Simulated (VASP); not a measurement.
# Ti3Se (P4mm) in VASP: single point with PBE

Aim: the single point of Ti3Se with PBE.

Everything below comes from runs of VASP 6.6.1. Logs are shortened: lines on timing, memory, paths and dates and some standing lists are left out, and cuts for length are marked.

## 1. The cell of the first run

The structure is tetragonal, space group P4mm (No. 99). Conventional cell: a = 3.207 Å, b = 3.207 Å, c = 6.622 Å, α = 90.00°, β = 90.00°, γ = 90.00°. Within 3.1 Å of Ti (site symmetry 4mm) lie 5 Ti at 2.32 to 2.95 Å. Within 3.1 Å of Ti (site symmetry 4mm) lie 4 Se at 2.33 Å and 1 Ti at 2.95 Å. Within 3.1 Å of Ti (site symmetry 4mm) lie 4 Ti at 2.32 Å and 1 Se at 2.92 Å. Se (site symmetry 4mm) has 5 Ti at 2.33 to 2.92 Å within 3.1 Å.

## 2. Single point, PBE, collinear spin, ferromagnetic start

The input, INCAR:

```
PREC     = Accurate       # precision mode
ENCUT    = 520            # plane-wave cutoff, eV
EDIFF    = 1E-6           # SCF threshold, eV
ISMEAR   = 0              # smearing method
SIGMA    = 0.1            # smearing width, eV
LREAL    = False          # projectors in reciprocal space
LASPH    = True           # aspherical terms in the spheres
NELM     = 150            # most SCF steps
ALGO     = Normal         # electronic algorithm
ISIF     = 2              # what is computed and relaxed
LWAVE    = False          # write WAVECAR
LCHARG   = False          # write CHGCAR
ISPIN    = 2              # spin polarisation
MAGMOM   = 1 1 1 0        # initial moments
LORBIT   = 11             # projections on sites
LMAXMIX  = 4              # l up to which the mixer works
GGA      = PE             # functional
NBANDS   = 33             # bands
```

The input, KPOINTS:

```
Automatic mesh
0
Gamma
  6 6 4
```

The input, POSCAR:

```
Ti3Se
1.0
    3.2074474800      0.0000000000      0.0000000000
    0.0000000000      3.2074474800      0.0000000000
    0.0000000000      0.0000000000      6.6219140500
Ti Se
3 1
Direct
    0.5000000000      0.5000000000      0.3944967700
    0.5000000000      0.5000000000      0.8402898700
    0.0000000000      0.0000000000      0.3205511100
    0.0000000000      0.0000000000      0.7611884400
```

Potentials or basis: VASP PAW PBE potentials, release 64 (Ti_sv, Se).

On the command line:

```sh
$ cat potpaw_PBE.64/Ti_sv/POTCAR potpaw_PBE.64/Se/POTCAR > POTCAR
$ mpirun -np 1 vasp_std > vasp.out
```

OUTCAR:

```text
PREC = Accurate
   ENCUT = 520
   EDIFF = 1E-6
   ISMEAR = 0
   LREAL = False
   LASPH = True
   NELM = 150
   ISIF = 2
   ISPIN = 2
   LORBIT = 11
   GGA = PE

 ion  position               nearest neighbor table
   1  0.500  0.500  0.394-   3 2.32   3 2.32   3 2.32   3 2.32
   2  0.500  0.500  0.840-   4 2.33   4 2.33   4 2.33   4 2.33
   3  0.000  0.000  0.321-   1 2.32   1 2.32   1 2.32   1 2.32
   4  0.000  0.000  0.761-   2 2.33   2 2.33   2 2.33   2 2.33

  LATTYP: Found a simple tetragonal cell.
 ALAT       =     3.2074474800
 C/A-ratio  =     2.0645432517

  Lattice vectors:

 A1 = (   3.2074474800,   0.0000000000,   0.0000000000)
 A2 = (   0.0000000000,   3.2074474800,   0.0000000000)
 A3 = (   0.0000000000,   0.0000000000,   6.6219140500)

Analysis of symmetry for initial positions (statically):
=====================================================================
 Subroutine PRICEL returns:
 Original cell was already a primitive cell.

 Routine SETGRP: Setting up the symmetry group for a
 simple tetragonal supercell.

 Subroutine GETGRP returns: Found  8 space group operations
 (whereof  8 operations were pure point group operations)
 out of a pool of 16 trial point group operations.

The static configuration has the point symmetry C_4v.

Analysis of symmetry for dynamics (positions and initial velocities):
=====================================================================
 Subroutine PRICEL returns:
 Original cell was already a primitive cell.

 Routine SETGRP: Setting up the symmetry group for a
 simple tetragonal supercell.

 Subroutine GETGRP returns: Found  8 space group operations
 (whereof  8 operations were pure point group operations)
 out of a pool of 16 trial point group operations.

The dynamic configuration has the point symmetry C_4v.

Analysis of structural, dynamic, and magnetic symmetry:
=====================================================================
 Subroutine PRICEL returns:
 Original cell was already a primitive cell.

 Routine SETGRP: Setting up the symmetry group for a
 simple tetragonal supercell.

 Subroutine GETGRP returns: Found  8 space group operations
 (whereof  8 operations were pure point group operations)
 out of a pool of 16 trial point group operations.

The overall configuration has the point symmetry C_4v.

 Subroutine INISYM returns: Found  8 space group operations
 (whereof  8 operations are pure point group operations),
 and found     1 'primitive' translations

----------------------------------------------------------------------------------------

                                     Primitive cell

  volume of cell :      68.1244

  direct lattice vectors                    reciprocal lattice vectors
     3.207447480  0.000000000  0.000000000     0.311774396  0.000000000  0.000000000
     0.000000000  3.207447480  0.000000000     0.000000000  0.311774396  0.000000000
     0.000000000  0.000000000  6.621914050     0.000000000  0.000000000  0.151013739

  length of vectors
     3.207447480  3.207447480  6.621914050     0.311774396  0.311774396  0.151013739

  position of ions in fractional coordinates (direct lattice)
     0.500000000  0.500000000  0.394496770
     0.500000000  0.500000000  0.840289870
     0.000000000  0.000000000  0.320551110
     0.000000000  0.000000000  0.761188440

  ion indices of the primitive-cell ions
   primitive index   ion index
                 1           1
                 2           2
                 3           3
                 4           4

----------------------------------------------------------------------------------------

 KPOINTS: Automatic mesh

Automatic generation of k-mesh.
 Grid dimensions read from file:
 generate k-points for:    6    6    4

 Generating k-lattice:

  Cartesian coordinates                     Fractional coordinates (reciprocal lattice)
     0.051962399  0.000000000  0.000000000     0.166666667  0.000000000  0.000000000
     0.000000000  0.051962399  0.000000000     0.000000000  0.166666667  0.000000000
     0.000000000  0.000000000  0.037753435     0.000000000  0.000000000  0.250000000

  Length of vectors
     0.051962399  0.051962399  0.037753435

  Shift w.r.t. Gamma in fractional coordinates (k-lattice)
     0.000000000  0.000000000  0.000000000

 Subroutine IBZKPT returns following result:
 ===========================================

 Found     30 irreducible k-points:

 Following reciprocal coordinates:
            Coordinates               Weight
  0.000000  0.000000  0.000000      1.000000
  0.166667  0.000000  0.000000      4.000000
  0.333333  0.000000  0.000000      4.000000
  0.500000  0.000000  0.000000      2.000000
  0.166667  0.166667  0.000000      4.000000
  0.333333  0.166667  0.000000      8.000000
[... 16 lines left out ...]
  0.333333  0.000000  0.500000      4.000000
  0.500000  0.000000  0.500000      2.000000
 [... further k-points ...]
   k-points           NKPTS =     30   k-points in BZ     NKDIM =     30   number of bands    NBANDS=     33
   number of dos      NEDOS =    301   number of ions     NIONS =      4
   total plane-waves  NPLWV =  28800
   dimension x,y,z NGX =    24 NGY =   24 NGZ =   50
   dimension x,y,z NGXF=    48 NGYF=   48 NGZF=  100
   ions per type =               3   1
   NGX,Y,Z   is equivalent  to a cutoff of  12.44, 12.44, 12.55 a.u.
   NGXF,Y,Z  is equivalent  to a cutoff of  24.88, 24.88, 25.11 a.u.
 SYSTEM =  unknown system
   PREC   = accura    normal or accurate (medium, high low for compatibility)
   ISTART =      0    job   : 0-new  1-cont  2-samecut
   ICHARG =      2    charge: 1-file 2-atom 10-const
   ISPIN  =      2    spin polarized calculation?
   LNONCOLLINEAR =      F non collinear calculations
   LSORBIT =      F    spin-orbit coupling
   LASPH  =      T    aspherical Exc in radial PAW
   ENCUT  =  520.0 eV  38.22 Ry    6.18 a.u.   5.96  5.96 12.31*2*pi/ulx,y,z
   NELM   =    150;   NELMIN=  2; NELMDL= -5     # of ELM steps
   EDIFF  = 0.1E-05   stopping-criterion for ELM
   LREAL  =      F    real-space projection
   EDIFFG = 0.1E-04   stopping-criterion for IOM
   NSW    =      0    number of steps for IOM
   IBRION =     -1    ionic relax: 0-MD 1-quasi-New 2-CG
   NFREE  =      0    steps in history (QN), initial steepest desc. (CG)
   ISIF   =      2    stress and relaxation
   ISYM   =      2    0-nonsym 1-usesym 2-fastsym
   POTIM  = 0.5000    time-step for ionic-motion
   TEBEG  =    0.0;   TEEND  =   0.0 temperature during run
   PSTRESS=    0.0 pullay stress
   NELECT =      42.0000    total number of electrons
   NUPDOWN=      -1.0000    fix difference up-down
   EMIN   =  10.00;   EMAX   =-10.00  energy-range for DOS
   EFERMI =   0.00;   METHOD = LEGACY
   ISMEAR =     0;   SIGMA  =   0.10  broadening in eV -4-tet -1-fermi 0-gaus
   EFERMI_NEDOS =   21; number of points for ismear=-14 and -15
   IALGO  =     38    algorithm
   IMIX   =      4    mixing-type and parameters
     AMIX     =   0.40;   BMIX     =  1.00
     AMIX_MAG =   1.60;   BMIX_MAG =  1.00
  volume/ion in A,a.u.               =      17.03       114.93
  Fermi-wavevector in a.u.,A,eV,Ry     =   1.393340  2.633030 26.414294  1.941396
  Thomas-Fermi vector in A             =   2.516995
   LORBIT       =     11    0 simple, 1 ext, 2 COOP (PROOUT), +10 PAW based schemes
   GGA     = PE    functional components
   LHFCALC =     F    Hartree Fock is set to
   AEXX    =    0.0000 exact exchange contribution
   IVDW    =     0    specifies the selected vdW correction
   LEPSILON=     F    determine dielectric tensor
   LRPA    =     F    only Hartree local field effects (RPA)
 spin polarized calculation
 Gauss-broadening in eV      SIGMA  =   0.10
  energy-cutoff  :      520.00
  volume of cell :       68.12
 maximum number of plane-waves:      1864
 NGX is ok and might be reduce to    24
   NGX = 11   NGY = 11   NGZ = 25

 number of electron      41.9999990 magnetization       0.0006327

 Free energy of the ion-electron system (eV)
  ---------------------------------------------------
  ext. energy  EPLUGINS =         0.00000000
  ---------------------------------------------------
  free energy    TOTEN  =       -24.32989513 eV

  energy without entropy =      -24.30636290  energy(sigma->0) =      -24.31812901

 E-fermi :   8.4178     XC(G=0): -11.2445

 val. band max:        8.4101561567   @ k =   0.3333   0.1667   0.5000
 cond. band min:       8.4312137898   @ k =   0.5000   0.1667   0.2500
 fundamental gap:      0.0210576332
 Fermi energy:         8.4178472731

 spin component 1

 k-point     1 :       0.0000    0.0000    0.0000
  band No.  band energies     occupation
      1     -48.6510      1.00000
      2     -48.1130      1.00000
      3     -47.2301      1.00000
      4     -25.0243      1.00000
      5     -25.0243      1.00000
      6     -24.8750      1.00000
[... 25 lines left out ...]
     32      13.2971      0.00000
     33      15.3352      0.00000
[... 797 lines left out ...]
      3     -47.6180      1.00000
      4     -25.2553      1.00000
      5     -24.9882      1.00000
      6     -24.8409      1.00000
[... 25 lines left out ...]
     32      12.9730      0.00000
     33      14.0206      0.00000

 [... further k-points ...]

 spin component 2

 k-point     1 :       0.0000    0.0000    0.0000
  band No.  band energies     occupation
      1     -48.6508      1.00000
      2     -48.1129      1.00000
      3     -47.2300      1.00000
      4     -25.0241      1.00000
      5     -25.0241      1.00000
      6     -24.8750      1.00000
[... 25 lines left out ...]
     32      13.2972      0.00000
     33      15.3676      0.00000
[... 797 lines left out ...]
      3     -47.6178      1.00000
      4     -25.2551      1.00000
      5     -24.9880      1.00000
      6     -24.8406      1.00000
[... 25 lines left out ...]
     32      12.9730      0.00000
     33      14.0207      0.00000

 [... further k-points ...]
[... 5 lines left out ...]
  --------------------------------------------------------------------------------------
  -------------------------------------------------------------------------------------
  Total       16.5794019     16.5794019     -1.8167852      0.0000000      0.0000000      0.0000000
  in kB      389.9211526    389.9211526    -42.7278982      0.0000000      0.0000000      0.0000000
  external PRESSURE =     245.7048023 kB  Pullay stress =       0.0000000 kB

 VOLUME and BASIS-vectors are now :
 -----------------------------------------------------------------------------
  energy-cutoff  :      520.00
  volume of cell :       68.12
      direct lattice vectors                 reciprocal lattice vectors
     3.207447480  0.000000000  0.000000000     0.311774396  0.000000000  0.000000000
     0.000000000  3.207447480  0.000000000     0.000000000  0.311774396  0.000000000
     0.000000000  0.000000000  6.621914050     0.000000000  0.000000000  0.151013739

 POSITION                                       TOTAL-FORCE (eV/Angst)
 -----------------------------------------------------------------------------------
      1.60372      1.60372      2.61232         0.000000     -0.000000      0.716610
      1.60372      1.60372      5.56433        -0.000000      0.000000      3.718462
      0.00000      0.00000      2.12266        -0.000000     -0.000000     -2.085225
      0.00000      0.00000      5.04052        -0.000000     -0.000000     -2.349846
 -----------------------------------------------------------------------------------
    total drift:                                0.000000     -0.000000      0.000010

  FREE ENERGIE OF THE ION-ELECTRON SYSTEM (eV)
  ---------------------------------------------------
  free  energy   TOTEN  =       -24.3298951315 eV

  energy  without entropy=      -24.3063628974  energy(sigma->0) =      -24.31812901

 total charge

# of ion       s       p       d       tot
------------------------------------------
    1        2.294   6.074   2.335  10.703
    2        2.183   6.172   2.174  10.529
    3        2.252   6.084   2.321  10.656
    4        1.457   2.530   0.119   4.107
--------------------------------------------------
tot          8.186  20.860   6.948  35.995

 magnetization (x)

# of ion       s       p       d       tot
------------------------------------------
    1        0.000   0.000   0.000   0.000
    2        0.000   0.000   0.000   0.000
    3        0.000   0.000   0.000   0.000
    4       -0.000  -0.000   0.000  -0.000
--------------------------------------------------
tot          0.000  -0.000   0.000   0.000
```

It took 63 s on 1 thread of Intel Xeon 6975P-C (Granite Rapids), shared host; peak memory 0.24 GiB.

What came out:

- Free energy: -24.3299 eV
- Pressure: 24.6 GPa
- Largest force: 3.718 eV/Å
- Band gap on the k mesh: zero (filled and empty bands overlap)
- Net moment: 0.00 μB per cell
- Valence electrons inside the program's atomic spheres: Ti 10.70, 10.53, 10.66; Se 4.11

Forces on the atoms (eV/Å):
```
Ti   0.000  0.000  0.717
Ti   0.000  0.000  3.718
Ti   0.000  0.000 -2.085
Se   0.000  0.000 -2.350
```

Stress tensor (GPa, compression positive):
```
38.99  0.00  0.00
 0.00 38.99  0.00
 0.00  0.00 -4.27
```

Levels at points of the mesh, in eV from the Fermi level:
Spin up:
| k point | band 19 | band 20 | band 21 | band 22 | band 23 | band 24 |
| --- | --- | --- | --- | --- | --- | --- |
| (0.00, 0.00, 0.00) | -2.30 | -1.37 | -1.27 | 0.42 | 0.79 | 0.79 |
| (0.50, 0.00, 0.00) | -1.33 | -0.41 | 0.08 | 0.16 | 0.24 | 1.17 |
| (0.50, 0.50, 0.00) | -0.77 | -0.21 | -0.03 | 0.57 | 0.57 | 1.78 |
| (0.00, 0.00, 0.50) | -2.35 | -1.42 | -1.37 | 0.42 | 0.85 | 0.85 |
| (0.50, 0.00, 0.50) | -1.11 | -0.24 | 0.18 | 0.27 | 0.33 | 1.07 |
| (0.50, 0.50, 0.50) | -0.48 | -0.21 | -0.13 | -0.13 | 0.21 | 1.55 |
Spin down:
```csv
k point,band 18,band 19,band 20,band 21,band 22,band 23,band 24,band 25
"(0.00, 0.00, 0.00)",-2.45,-2.30,-1.37,-1.26,0.42,0.79,0.79,1.37
"(0.50, 0.00, 0.00)",-1.51,-1.33,-0.41,0.08,0.16,0.25,1.17,1.76
"(0.50, 0.50, 0.00)",-1.49,-0.77,-0.21,-0.03,0.58,0.58,1.78,2.20
"(0.00, 0.00, 0.50)",-2.46,-2.34,-1.42,-1.37,0.42,0.85,0.85,1.10
"(0.50, 0.00, 0.50)",-1.62,-1.11,-0.24,0.18,0.27,0.33,1.07,1.71
"(0.50, 0.50, 0.50)",-1.04,-0.48,-0.21,-0.13,-0.13,0.22,1.55,2.20
```

Caveat: forces of over 1 eV/Å act on the atoms, so gaps and moduli don't describe the material at rest.
